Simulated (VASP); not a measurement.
Here is a VASP 6.6.1 calculation.

Contents of INCAR:

```
SYSTEM = Mg2BeS3
ALGO = Normal
EDIFF = 1E-7
EDIFFG = -0.01
ENCUT = 600
GGA = PS
IBRION = 2
ISIF = 3
ISMEAR = -1
LASPH = .True.
LCHARG = .False.
LREAL = .False.
LWAVE = .False.
NELM = 100
NSW = 100
PREC = Accurate
SIGMA = 0.03
```

Contents of KPOINTS:

```
k-points
0
Gamma
  6 6 4
  0 0 0
```

The input POSCAR:

```
Mg2BeS3
1.0
    4.2859276100      0.0000000000      0.0000000000
   -2.1429638000      3.7117221900      0.0000000000
    0.0000000000      0.0000000000      8.0099821900
Mg Be S
2 1 3
Direct
    0.6666666700      0.3333333300      0.2480740000
    0.6666666700      0.3333333300      0.7519260000
    0.0000000000      0.0000000000      0.0000000000
    0.0000000000      0.0000000000      0.5000000000
    0.3333333300      0.6666666700      0.0000000000
    0.3333333300      0.6666666700      0.5000000000
```

Potentials or basis: VASP PAW PBE potentials, release 64 (Mg, Be, S).

Launch:

```sh
$ cat potpaw_PBE.64/Mg/POTCAR potpaw_PBE.64/Be/POTCAR potpaw_PBE.64/S/POTCAR > POTCAR
$ mpirun -np 1 vasp_std > vasp.out
```

Task: Estimate the space group after relaxing (to 0.05 Å).

Result: P-6m2 (No. 187).

Task: What does it give for the relaxed cell?

Result: a = 4.159 Å, b = 4.159 Å, c = 6.717 Å, α = 90.00°, β = 90.00°, γ = 120.00°.

Task: Predict the relaxed volume.

Result: 16.77 Å³/atom.

Task: What does it give for the band gap on the k mesh?

Result: Zero (band 12 reaches 6.73 eV, above the bottom of band 13 at 4.93 eV).

Forces on the atoms (eV/Å):
```
Mg   0.000  0.000 -0.009
Mg   0.000  0.000  0.009
Be   0.000  0.000  0.000
S    0.000  0.000  0.000
S    0.000  0.000  0.000
S    0.000  0.000  0.000
```

Caveat: the volume moved by over 15 % at a fixed basis, so the end points are rough; the PAW data sets were made with another functional, which shifts forces and pressure a little.
